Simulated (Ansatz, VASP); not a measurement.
Si2C in VASP and in Ansatz

Contents of INCAR:

```
PREC = Accurate ; ENCUT = 600
EDIFF = 1E-6 ; ISMEAR = 0
SIGMA = 0.1 ; LREAL = False
LASPH = True ; NELM = 60
ALGO = Normal ; ISIF = 3
LWAVE = False ; LCHARG = False
GGA = PE ; IBRION = 2
NSW = 100 ; EDIFFG = -0.01
```

Contents of KPOINTS:

```
Automatic mesh
0
Gamma
  12 12 4
```

The input POSCAR:

```
Si2C
1.0
    2.9311459055      0.0000000000      0.0000000000
   -1.4655729528      2.5384468164      0.0000000000
    0.0000000000      0.0000000000      8.8196165943
Si C
4 2
Direct
    0.3333333333      0.6666666667      0.6128735845
    0.6666666667      0.3333333333      0.1128735845
    0.3333333333      0.6666666667      0.8871264155
    0.6666666667      0.3333333333      0.3871264155
    0.3333333333      0.6666666667      0.2500000000
    0.6666666667      0.3333333333      0.7500000000
```

Input for Ansatz:

```yaml
crystal:
  lattice:
    - [2.9311459079, 0.0, 0.0]
    - [-1.4655729539, 2.5384468184, 0.0]
    - [0.0, 0.0, 8.8196165705]
  atoms:
    - { symbol: Si, position: [0.3333333333, 0.6666666667, 0.6128735841] }
    - { symbol: Si, position: [0.6666666667, 0.3333333333, 0.1128735841] }
    - { symbol: Si, position: [0.3333333333, 0.6666666667, 0.8871264159] }
    - { symbol: Si, position: [0.6666666667, 0.3333333333, 0.3871264159] }
    - { symbol: C, position: [0.3333333333, 0.6666666667, 0.25] }
    - { symbol: C, position: [0.6666666667, 0.3333333333, 0.75] }
basis:
  ecutwfc: 420
kpoints:
  mp_grid: { grid: [12, 12, 4] }
hamiltonian:
  xc: pbe
scf:
  occupations: { method: gaussian, width: 0.1 }
output:
  forces: true
  stress: true
  eigenvalues: true
relax:
  adjacent_minimum: "off"
  f_tol: 0.01
  max_steps: 80
  cell: { stress_tol: 0.05 }
```

Alike in both runs: task relaxation of cell and atoms; functional PBE; k mesh 12 × 12 × 4; occupations gaussian, width 0.1 eV; no spin polarisation.

```csv
,VASP,Ansatz
version,VASP 6.6.1,Ansatz 0.2.0
potentials or method,"VASP PAW PBE potentials, release 64 (Si, C), cutoff 600 eV","scalar-relativistic, plane waves, PAW"
valence electrons in the cell,24,24
```

```csv
,VASP,Ansatz,Ansatz less VASP
"gap on the k mesh at the Fermi level, each at its own relaxed structure (eV)",none,none,-
relaxed volume (Å³/atom),10.90,10.90,+0.005
relaxed cell length with the largest relative difference (Å),8.838,8.841,+0.0029
```

A gap of «none» marks a metal or a gap that the smearing closes.
